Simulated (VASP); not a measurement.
Write the native input for VASP 6.6.1 that does the following.

```
Task                   : single point
Functional             : LDA
Potentials or basis    : VASP PAW LDA potentials, release 64 (Be, S)
Cutoff                 : 520 eV
k mesh                 : 8 × 8 × 8
Occupations            : gaussian, width 0.01 eV
Spin                   : no spin polarisation
Dipole correction      : no
Further INCAR settings : ALGO = Normal; EDIFF = 1e-06; NBANDS = 11
```

The structure of BeS lies in POSCAR:

```
BeS
1.0
    2.3981680588      2.3981680588      0.0000000000
   -2.3981680588      2.3981680588      0.0000000000
    0.0000000000      2.3981680588      2.3981680588
Be S
1 1
Direct
    0.0000000000      0.0000000000      0.0000000000
    0.7500000000      0.2500000000      0.5000000000
```

One way to write it, as run:

INCAR

```
SYSTEM = BeS
  ALGO = Normal
  EDIFF = 1E-6
  ENCUT = 520
  ISIF = 2
  ISMEAR = 0
  LASPH = .TRUE.
  LCHARG = .FALSE.
  LREAL = .FALSE.
  LWAVE = .FALSE.
  NBANDS = 11
  NELM = 60
  PREC = Accurate
  SIGMA = 0.01
```

KPOINTS

```
k-points
0
G
  8 8 8
  0 0 0
```

Potentials or basis: VASP PAW LDA potentials, release 64 (Be, S).

Command:

```sh
$ cat potpaw_LDA.64/Be/POTCAR potpaw_LDA.64/S/POTCAR > POTCAR
$ mpirun -np 1 vasp_std > vasp.out
```

It gave:

```
Pressure               : 0.0 GPa
Band gap on the k mesh : 2.83 eV, indirect (least direct gap 5.53 eV)
```

It took 13 s on 1 thread of Intel(R) Xeon(R) Platinum 8259CL CPU @ 2.50GHz (Skylake/Cascade Lake) (shared host), peak memory 0.13 GiB.
